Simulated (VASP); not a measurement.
# WC (P-6m2) in VASP: further runs

The runs below take WC through single point, with LDA, PBE, PBEsol, PBE0.

Program: VASP 6.6.1. These are calculated values, not measurements. Logs are shortened: lines on timing, memory, paths and dates and some standing lists are left out, and cuts for length are marked.

### 1 The cell of the first run

The structure is hexagonal, space group P-6m2 (No. 187). Conventional cell: a = 2.887 Å, b = 2.887 Å, c = 2.818 Å, α = 90.00°, β = 90.00°, γ = 120.00°. Within 2.9 Å of W (site symmetry -6m2) lie 6 C at 2.18 Å and 8 W at 2.82 to 2.89 Å. C (site symmetry -6m2) has 6 W at 2.18 Å and 8 C at 2.82 to 2.89 Å within 2.9 Å.

### 2 Single point, LDA

INCAR reads:

```
PREC = Accurate
ENCUT = 1300
EDIFF = 1E-6
ISMEAR = -1
SIGMA = 0.05
LREAL = F
LASPH = T
NELM = 120
ALGO = Normal
ISIF = 2
LWAVE = F
LCHARG = F
NBANDS = 16
GGA_COMPAT = F
```

KPOINTS reads:

```
Automatic mesh
0
Gamma
  10 10 9
```

POSCAR reads:

```
WC
1.0
    2.8869927008      0.0000000000      0.0000000000
   -1.4434963504      2.5002090195      0.0000000000
    0.0000000000      0.0000000000      2.8175618425
W C
1 1
Direct
    0.0000000000      0.0000000000      0.0000000000
    0.6666666667      0.3333333333      0.5000000000
```

Potentials or basis: VASP PAW LDA potentials, release 64 (W_sv, C_h).

Started as:

```bash
$ cat potpaw_LDA.64/W_sv/POTCAR potpaw_LDA.64/C_h/POTCAR > POTCAR
$ mpirun -np 1 vasp_std > vasp.out
```

OUTCAR:

```text
PREC = Accurate
   ENCUT = 1300
   EDIFF = 1E-6
   ISMEAR = -1
   LREAL = F
   LASPH = T
   NELM = 120
   ISIF = 2

 ion  position               nearest neighbor table
   1  0.000  0.000  0.000-   2 2.18   2 2.18   2 2.18   2 2.18   2 2.18   2 2.18
   2  0.667  0.333  0.500-   1 2.18   1 2.18   1 2.18   1 2.18   1 2.18   1 2.18

  LATTYP: Found a hexagonal cell.
 ALAT       =     2.8869927008
 C/A-ratio  =     0.9759504559

  Lattice vectors:

 A1 = (   2.8869927008,   0.0000000000,   0.0000000000)
 A2 = (  -1.4434963504,   2.5002090195,   0.0000000000)
 A3 = (   0.0000000000,   0.0000000000,   2.8175618425)

Analysis of symmetry for initial positions (statically):
=====================================================================
 Subroutine PRICEL returns:
 Original cell was already a primitive cell.

 Routine SETGRP: Setting up the symmetry group for a
 hexagonal supercell.

 Subroutine GETGRP returns: Found 12 space group operations
 (whereof 12 operations were pure point group operations)
 out of a pool of 24 trial point group operations.

The static configuration has the point symmetry D_3h.

Analysis of symmetry for dynamics (positions and initial velocities):
=====================================================================
 Subroutine PRICEL returns:
 Original cell was already a primitive cell.

 Routine SETGRP: Setting up the symmetry group for a
 hexagonal supercell.

 Subroutine GETGRP returns: Found 12 space group operations
 (whereof 12 operations were pure point group operations)
 out of a pool of 24 trial point group operations.

The dynamic configuration has the point symmetry D_3h.

 Subroutine INISYM returns: Found 12 space group operations
 (whereof 12 operations are pure point group operations),
 and found     1 'primitive' translations

----------------------------------------------------------------------------------------

                                     Primitive cell

  volume of cell :      20.3374

  direct lattice vectors                    reciprocal lattice vectors
     2.886992701  0.000000000  0.000000000     0.346381201  0.199983280  0.000000000
    -1.443496350  2.500209020  0.000000000     0.000000000  0.399966560  0.000000000
     0.000000000  0.000000000  2.817561842     0.000000000  0.000000000  0.354916788

  length of vectors
     2.886992701  2.886992701  2.817561842     0.399966560  0.399966560  0.354916788

  position of ions in fractional coordinates (direct lattice)
     0.000000000  0.000000000  0.000000000
     0.666666667  0.333333333  0.500000000

  ion indices of the primitive-cell ions
   primitive index   ion index
                 1           1
                 2           2

----------------------------------------------------------------------------------------

 KPOINTS: Automatic mesh

Automatic generation of k-mesh.
 Grid dimensions read from file:
 generate k-points for:   10   10    9

 Generating k-lattice:

  Cartesian coordinates                     Fractional coordinates (reciprocal lattice)
     0.034638120  0.019998328  0.000000000     0.100000000  0.000000000  0.000000000
     0.000000000  0.039996656  0.000000000     0.000000000  0.100000000  0.000000000
     0.000000000  0.000000000  0.039435199     0.000000000  0.000000000  0.111111111

  Length of vectors
     0.039996656  0.039996656  0.039435199

  Shift w.r.t. Gamma in fractional coordinates (k-lattice)
     0.000000000  0.000000000  0.000000000

 Subroutine IBZKPT returns following result:
 ===========================================

 Found     70 irreducible k-points:

 Following reciprocal coordinates:
            Coordinates               Weight
  0.000000  0.000000  0.000000      1.000000
  0.100000  0.000000  0.000000      6.000000
  0.200000  0.000000  0.000000      6.000000
  0.300000  0.000000  0.000000      6.000000
  0.400000  0.000000  0.000000      6.000000
  0.500000  0.000000  0.000000      3.000000
[... 16 lines left out ...]
  0.300000  0.100000  0.111111     24.000000
  0.400000  0.100000  0.111111     24.000000
 [... further k-points ...]
   k-points           NKPTS =     70   k-points in BZ     NKDIM =     70   number of bands    NBANDS=     16
   number of dos      NEDOS =    301   number of ions     NIONS =      2
   total plane-waves  NPLWV =  46656
   dimension x,y,z NGX =    36 NGY =   36 NGZ =   36
   dimension x,y,z NGXF=    72 NGYF=   72 NGZF=   72
   ions per type =               1   1
   NGX,Y,Z   is equivalent  to a cutoff of  20.73, 20.73, 21.24 a.u.
   NGXF,Y,Z  is equivalent  to a cutoff of  41.46, 41.46, 42.48 a.u.
 SYSTEM =  unknown system
   PREC   = accura    normal or accurate (medium, high low for compatibility)
   ISTART =      0    job   : 0-new  1-cont  2-samecut
   ICHARG =      2    charge: 1-file 2-atom 10-const
   ISPIN  =      1    spin polarized calculation?
   LNONCOLLINEAR =      F non collinear calculations
   LSORBIT =      F    spin-orbit coupling
   LASPH  =      T    aspherical Exc in radial PAW
   ENCUT  = 1300.0 eV  95.55 Ry    9.77 a.u.   8.49  8.49  8.28*2*pi/ulx,y,z
   NELM   =    120;   NELMIN=  2; NELMDL= -5     # of ELM steps
   EDIFF  = 0.1E-05   stopping-criterion for ELM
   LREAL  =      F    real-space projection
   EDIFFG = 0.1E-04   stopping-criterion for IOM
   NSW    =      0    number of steps for IOM
   IBRION =     -1    ionic relax: 0-MD 1-quasi-New 2-CG
   NFREE  =      0    steps in history (QN), initial steepest desc. (CG)
   ISIF   =      2    stress and relaxation
   ISYM   =      2    0-nonsym 1-usesym 2-fastsym
   POTIM  = 0.5000    time-step for ionic-motion
   TEBEG  =    0.0;   TEEND  =   0.0 temperature during run
   PSTRESS=    0.0 pullay stress
   NELECT =      18.0000    total number of electrons
   NUPDOWN=      -1.0000    fix difference up-down
   EMIN   =  10.00;   EMAX   =-10.00  energy-range for DOS
   EFERMI =   0.00;   METHOD = LEGACY
   ISMEAR =    -1;   SIGMA  =   0.05  broadening in eV -4-tet -1-fermi 0-gaus
   EFERMI_NEDOS =   21; number of points for ismear=-14 and -15
   IALGO  =     38    algorithm
   IMIX   =      4    mixing-type and parameters
     AMIX     =   0.40;   BMIX     =  1.00
     AMIX_MAG =   1.60;   BMIX_MAG =  1.00
  volume/ion in A,a.u.               =      10.17        68.62
  Fermi-wavevector in a.u.,A,eV,Ry     =   1.571812  2.970293 33.614444  2.470592
  Thomas-Fermi vector in A             =   2.673340
   LORBIT       =      0    0 simple, 1 ext, 2 COOP (PROOUT), +10 PAW based schemes
   GGA     = CA    functional components
   LHFCALC =     F    Hartree Fock is set to
   AEXX    =    0.0000 exact exchange contribution
   IVDW    =     0    specifies the selected vdW correction
   LEPSILON=     F    determine dielectric tensor
   LRPA    =     F    only Hartree local field effects (RPA)
 non-spin polarized calculation
  energy-cutoff  :     1300.00
  volume of cell :       20.34
 maximum number of plane-waves:      2206
 NGX is ok and might be reduce to    36
   NGX = 17   NGY = 17   NGZ = 17

 number of electron      18.0000000 magnetization

 Free energy of the ion-electron system (eV)
  ---------------------------------------------------
  ext. energy  EPLUGINS =         0.00000000
  ---------------------------------------------------
  free energy    TOTEN  =       -24.71215167 eV

  energy without entropy =      -24.71019107  energy(sigma->0) =      -24.71117137

 E-fermi :  11.5712     XC(G=0): -14.1322

 val. band max:       11.5646489572   @ k =   0.1000   0.0000   0.3333
 cond. band min:      11.6212690356   @ k =   0.4000   0.2000   0.0000
 fundamental gap:      0.0566200784
 Fermi energy:        11.5711719945

 k-point     1 :       0.0000    0.0000    0.0000
  band No.  band energies     occupation
      1     -61.8991      2.00000
      2     -26.1466      2.00000
      3     -26.0277      2.00000
      4     -26.0277      2.00000
      5      -2.8365      2.00000
      6       7.1594      2.00000
[... 8 lines left out ...]
     15      26.2014      0.00000
     16      28.5534      0.00000

 k-point     2 :       0.1000    0.0000    0.0000
  band No.  band energies     occupation
      1     -61.8928      2.00000
      2     -26.1350      2.00000
      3     -26.1177      2.00000
      4     -26.0480      2.00000
      5      -2.5668      2.00000
      6       7.1959      2.00000
[... 8 lines left out ...]
     15      25.7058      0.00000
     16      29.1071      0.00000

 k-point     3 :       0.2000    0.0000    0.0000
  band No.  band energies     occupation
      1     -61.8763      2.00000
      2     -26.3479      2.00000
      3     -26.1044      2.00000
      4     -26.1008      2.00000
      5      -1.8274      2.00000
      6       6.4963      2.00000
[... 8 lines left out ...]
     15      25.4790      0.00000
     16      30.2290      0.00000

 k-point     4 :       0.3000    0.0000    0.0000
  band No.  band energies     occupation
      1     -61.8558      2.00000
      2     -26.6224      2.00000
      3     -26.1653      2.00000
      4     -26.0663      2.00000
      5      -0.8132      2.00000
      6       5.5315      2.00000
[... 8 lines left out ...]
     15      26.4230      0.00000
     16      29.2525      0.00000
[... 324 lines left out ...]
 k-point    22 :       0.2000    0.1000    0.1111
  band No.  band energies     occupation
      1     -61.8576      2.00000
      2     -26.4958      2.00000
      3     -26.1743      2.00000
      4     -26.1562      2.00000
      5      -0.9503      2.00000
      6       6.0592      2.00000
[... 8 lines left out ...]
     15      25.3773      0.00000
     16      29.5899      0.00000

 k-point    23 :       0.3000    0.1000    0.1111
  band No.  band energies     occupation
      1     -61.8390      2.00000
      2     -26.7220      2.00000
      3     -26.2302      2.00000
      4     -26.1375      2.00000
      5       0.0006      2.00000
      6       5.1976      2.00000
[... 8 lines left out ...]
     15      26.1242      0.00000
     16      28.4535      0.00000

 k-point    24 :       0.4000    0.1000    0.1111
  band No.  band energies     occupation
      1     -61.8276      2.00000
      2     -26.8583      2.00000
      3     -26.2755      2.00000
      4     -26.1147      2.00000
      5       0.6995      2.00000
      6       4.6404      2.00000
[... 8 lines left out ...]
     15      25.2627      0.00000
     16      29.2693      0.00000

 [... further k-points ...]
[... 5 lines left out ...]
  --------------------------------------------------------------------------------------
  -------------------------------------------------------------------------------------
  Total        0.1555352      0.1555352      0.0439031      0.0000000     -0.0000000      0.0000000
  in kB       12.2530394     12.2530394      3.4586764      0.0000000     -0.0000000      0.0000000
  external PRESSURE =       9.3215851 kB  Pullay stress =       0.0000000 kB

 VOLUME and BASIS-vectors are now :
 -----------------------------------------------------------------------------
  energy-cutoff  :     1300.00
  volume of cell :       20.34
      direct lattice vectors                 reciprocal lattice vectors
     2.886992701  0.000000000  0.000000000     0.346381201  0.199983280  0.000000000
    -1.443496350  2.500209020  0.000000000     0.000000000  0.399966560  0.000000000
     0.000000000  0.000000000  2.817561842     0.000000000  0.000000000  0.354916788

 POSITION                                       TOTAL-FORCE (eV/Angst)
 -----------------------------------------------------------------------------------
      0.00000      0.00000      0.00000         0.000000     -0.000000      0.000000
      1.44350      0.83340      1.40878        -0.000000      0.000000      0.000000
 -----------------------------------------------------------------------------------
    total drift:                               -0.000000      0.000000      0.000000

  FREE ENERGIE OF THE ION-ELECTRON SYSTEM (eV)
  ---------------------------------------------------
  free  energy   TOTEN  =       -24.7121516686 eV

  energy  without entropy=      -24.7101910726  energy(sigma->0) =      -24.71117137
```

Run time: 41 s. Hardware: 1 thread of AMD EPYC 9R45 (Zen 5), shared host; peak memory 0.22 GiB.

What came out:

```yaml
Free_energy: -24.7122 eV
Pressure: 0.9 GPa
Band_gap_on_the_k_mesh: zero (bands 9 and 10 overlap by 1.26 eV)
```

Stress tensor (GPa, compression positive):
```
1.23 0.00 0.00
0.00 1.23 0.00
0.00 0.00 0.35
```

Levels at points of the mesh, in eV from the Fermi level:
```csv
k point,band 7,band 8,band 9,band 10,band 11,band 12
"(0.00, 0.00, 0.00)",-3.40,-3.40,0.14,3.30,3.30,5.74
"(0.50, 0.00, 0.00)",-3.69,-3.64,-0.42,2.38,4.65,5.03
```

Caveat: spin-orbit coupling is left out, which moves the levels of the heavy elements.

### 3 Single point, PBE, non-collinear spin, zero start, spin-orbit coupling

This run uses another cell than the first one, of 10.38 Å³/atom.

INCAR reads:

```
SYSTEM = WC
ALGO = Normal
EDIFF = 1E-6
ENCUT = 1300
GGA = PE
GGA_COMPAT = .False.
ISIF = 2
ISMEAR = -1
LASPH = .True.
LCHARG = .False.
LMAXMIX = 4
LORBIT = 11
LORBMOM = .True.
LREAL = .False.
LSORBIT = .True.
LWAVE = .False.
MAGMOM = 0 0 0 0 0 0
NBANDS = 30
NELM = 200
PREC = Accurate
SIGMA = 0.05
```

KPOINTS reads:

```
k-points
0
Gamma
  10 10 9
  0 0 0
```

POSCAR reads:

```
WC
1.0
    2.9065000000      0.0000000000      0.0000000000
   -1.4532500000      2.5171028361      0.0000000000
    0.0000000000      0.0000000000      2.8366000000
W C
1 1
Direct
    0.0000000000      0.0000000000      0.0000000000
    0.6666666667      0.3333333333      0.5000000000
```

Potentials or basis: VASP PAW PBE potentials, release 64 (W_sv, C_h).

Started as:

```bash
$ cat potpaw_PBE.64/W_sv/POTCAR potpaw_PBE.64/C_h/POTCAR > POTCAR
$ mpirun -np 1 vasp_ncl > vasp.out
```

Wall time 3.2 min (1 thread of Intel Xeon 6975P-C (Granite Rapids), shared host); peak memory 0.63 GiB.

It converged, with:

```yaml
Free_energy: -23.2047 eV
Pressure: 7.4 GPa
Net_moment: 0.00 μB per cell
Valence_electrons_inside_the_program's_atomic_spheres: W 12.19; C 1.40
```

Stress tensor (GPa, compression positive):
```
7.61 0.00 0.00
0.00 7.61 0.00
0.00 0.00 7.09
```

Moments on the atoms (μB; x, y, z):
```
W   0.00 0.00 0.00
C   0.00 0.00 0.00
```

Caveat: the cell stands under pressure.

### 4 Single point, PBE

This run uses another cell than the first one, of 10.38 Å³/atom.

INCAR reads:

```
PREC = Accurate ; ENCUT = 1300
EDIFF = 1E-6 ; ISMEAR = 0
SIGMA = 0.05 ; LREAL = False
LASPH = True ; NELM = 120
ALGO = Normal ; ISIF = 2
LWAVE = False ; LCHARG = True
GGA = PE ; LELF = True
LVHAR = True ; NBANDS = 16
GGA_COMPAT = False
```

KPOINTS reads:

```
Automatic mesh
0
Gamma
  10 10 9
```

POSCAR is that of step 3.

Potentials or basis: VASP PAW PBE potentials, release 64 (W_sv, C_h).

Started as:

```bash
$ cat potpaw_PBE.64/W_sv/POTCAR potpaw_PBE.64/C_h/POTCAR > POTCAR
$ mpirun -np 1 vasp_std > vasp.out
```

OUTCAR:

```text
PREC = Accurate
   ENCUT = 1300
   EDIFF = 1E-6
   ISMEAR = 0
   LREAL = False
   LASPH = True
   NELM = 120
   ISIF = 2
   GGA = PE

 ion  position               nearest neighbor table
   1  0.000  0.000  0.000-   2 2.20   2 2.20   2 2.20   2 2.20   2 2.20   2 2.20
   2  0.667  0.333  0.500-   1 2.20   1 2.20   1 2.20   1 2.20   1 2.20   1 2.20

  LATTYP: Found a hexagonal cell.
 ALAT       =     2.9065000000
 C/A-ratio  =     0.9759504559

  Lattice vectors:

 A1 = (   2.9065000000,   0.0000000000,   0.0000000000)
[... 192 lines left out ...]
      6       7.0987      2.00000
[... 433 lines left out ...]
      3     -26.6933      2.00000
      4     -26.5454      2.00000
      5       0.3909      2.00000
      6       4.5127      2.00000
[... 8 lines left out ...]
     15      24.8084      0.00000
     16      28.8549      0.00000

 [... further k-points ...]
[... 5 lines left out ...]
  --------------------------------------------------------------------------------------
  -------------------------------------------------------------------------------------
  Total        0.8992570      0.8992570      0.8165124      0.0000000     -0.0000000      0.0000000
  in kB       69.4264568     69.4264568     63.0382275      0.0000000     -0.0000000      0.0000000
  external PRESSURE =      67.2970470 kB  Pullay stress =       0.0000000 kB

 VOLUME and BASIS-vectors are now :
 -----------------------------------------------------------------------------
  energy-cutoff  :     1300.00
  volume of cell :       20.75
      direct lattice vectors                 reciprocal lattice vectors
     2.906500000  0.000000000  0.000000000     0.344056425  0.198641070  0.000000000
    -1.453250000  2.517102836  0.000000000     0.000000000  0.397282139  0.000000000
     0.000000000  0.000000000  2.836600000     0.000000000  0.000000000  0.352534725

 POSITION                                       TOTAL-FORCE (eV/Angst)
 -----------------------------------------------------------------------------------
      0.00000      0.00000      0.00000         0.000000      0.000000      0.000000
      1.45325      0.83903      1.41830        -0.000000     -0.000000      0.000000
 -----------------------------------------------------------------------------------
    total drift:                               -0.000000      0.000000      0.000000

  FREE ENERGIE OF THE ION-ELECTRON SYSTEM (eV)
  ---------------------------------------------------
  free  energy   TOTEN  =       -22.4525382339 eV

  energy  without entropy=      -22.4519849600  energy(sigma->0) =      -22.45226160
```

stdout:

```text
POSCAR found type information on POSCAR W C
 POSCAR found :  2 types and       2 ions
 scaLAPACK will be used
 LDA part: xc-table for (Slater+PW92), standard interpolation
 POSCAR, INCAR and KPOINTS ok, starting setup
 FFT: planning ... GRIDC
 FFT: planning ... GRID_SOFT
 FFT: planning ... GRID
 WAVECAR not read
 entering main loop
```

Run time: 66 s. Hardware: 1 thread of Intel Xeon Platinum 8259CL at 2.50GHz (Skylake/Cascade Lake), shared host; peak memory 0.28 GiB.

What came out:

* Free energy: -22.4525 eV
* Pressure: 6.7 GPa
* Band gap on the k mesh: zero (bands 9 and 10 overlap by 1.19 eV)

Levels at points of the mesh, in eV from the Fermi level:
| k point | band 6 | band 7 | band 8 | band 9 | band 10 | band 11 | band 12 | band 13 |
| --- | --- | --- | --- | --- | --- | --- | --- | --- |
| (0.00, 0.00, 0.00) | -4.32 | -3.34 | -3.34 | 0.07 | 3.23 | 3.23 | 5.61 | 5.61 |
| (0.50, 0.00, 0.00) | -7.04 | -3.63 | -3.58 | -0.48 | 2.34 | 4.53 | 4.88 | 6.85 |

Caveat: the cell stands under pressure; spin-orbit coupling is left out, which moves the levels of the heavy elements.

(Part 1 of 2 ends here.)

The gap in the log of VASP goes by the Fermi energy; the results here count the filled bands.